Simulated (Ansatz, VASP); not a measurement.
# BaTiO3 in VASP and in Ansatz

The input INCAR:

```
PREC = Accurate
ENCUT = 520
EDIFF = 1E-7
ISMEAR = 0
SIGMA = 0.05
LREAL = False
LASPH = True
NELM = 100
ALGO = Normal
ISIF = 2
LWAVE = False
LCHARG = False
GGA = PE
NBANDS = 51
```

Contents of KPOINTS:

```
regular mesh
0
Gamma
  8 6 6
```

Contents of POSCAR:

```
BaTiO3
1.0
   -3.9853536613      0.0000000000      0.0000000000
    0.0000000000      3.9853536613      4.2018072460
    0.0000000000      3.9853536613     -4.2018072460
Ba Ti O
2 2 6
Direct
    0.0000000000      0.9920176309      0.0079823691
    0.0000000000      0.4943011383      0.5056988617
    0.5000000000      0.4954102775      0.0263296087
    0.5000000000      0.9736703913      0.5045897225
    0.5000000000      0.2805323594      0.2426825848
    0.5000000000      0.7573174152      0.7194676406
    0.5000000000      0.2715251585      0.7284748415
    0.5000000000      0.7458502351      0.2541497649
    1.0000000000      0.4945735165      0.9771981229
    1.0000000000      0.0228018771      0.5054264835
```

Input for Ansatz:

```yaml
crystal:
  lattice:
    - [-3.9853536613, 0.0, 0.0]
    - [0.0, 3.9853536613, 4.201807246]
    - [0.0, 3.9853536613, -4.201807246]
  atoms:
    - { symbol: Ba, position: [0.0, 0.9920176309, 0.0079823691] }
    - { symbol: Ba, position: [0.0, 0.4943011383, 0.5056988617] }
    - { symbol: Ti, position: [0.5, 0.4954102775, 0.0263296087] }
    - { symbol: Ti, position: [0.5, 0.9736703913, 0.5045897225] }
    - { symbol: O, position: [0.5, 0.2805323594, 0.2426825848] }
    - { symbol: O, position: [0.5, 0.7573174152, 0.7194676406] }
    - { symbol: O, position: [0.5, 0.2715251585, 0.7284748415] }
    - { symbol: O, position: [0.5, 0.7458502351, 0.2541497649] }
    - { symbol: O, position: [1.0, 0.4945735165, 0.9771981229] }
    - { symbol: O, position: [1.0, 0.0228018771, 0.5054264835] }
basis:
  ecutwfc: 420
kpoints:
  mp_grid: { grid: [8, 6, 6] }
hamiltonian:
  xc: pbe
scf:
  occupations: { method: gaussian, width: 0.05 }
output:
  forces: true
  stress: true
  eigenvalues: true
  write_density: true
  write_potential: true
  elf: true
  volumetric_format: npy
```

Change from the starting cell: mode 24 (427.7 1/cm) frozen in, largest displacement +0.113 Å.

Alike in both runs: task single point; functional PBE; k mesh 8 × 6 × 6; occupations gaussian, width 0.05 eV; no spin polarisation.

```csv
,VASP,Ansatz
version,VASP 6.6.1,Ansatz 0.2.0
potentials or method,"VASP PAW PBE potentials, release 64 (Ba_sv, Ti_sv, O), cutoff 520 eV","scalar-relativistic, plane waves, PAW"
valence electrons in the cell,80,80
```

|  | VASP | Ansatz | Ansatz less VASP |
| --- | --- | --- | --- |
| gap on the k mesh at the Fermi level (eV) | 1.61 | 1.62 | +0.017 |
| least direct gap on the mesh (eV) | 2.07 | 2.10 | +0.031 |
| pressure (GPa) | 2.5 | 0.9 | -1.62 |
| traceless stress, the component that is largest in VASP (GPa) | 1.32 | 1.32 | +0.002 |
| rms of the force components (eV/Å) | 0.926 | 0.915 | -0.0108 |

Atom by atom the forces differ by 0.038 eV/Å (rms over components).

Spin-orbit coupling is off throughout.
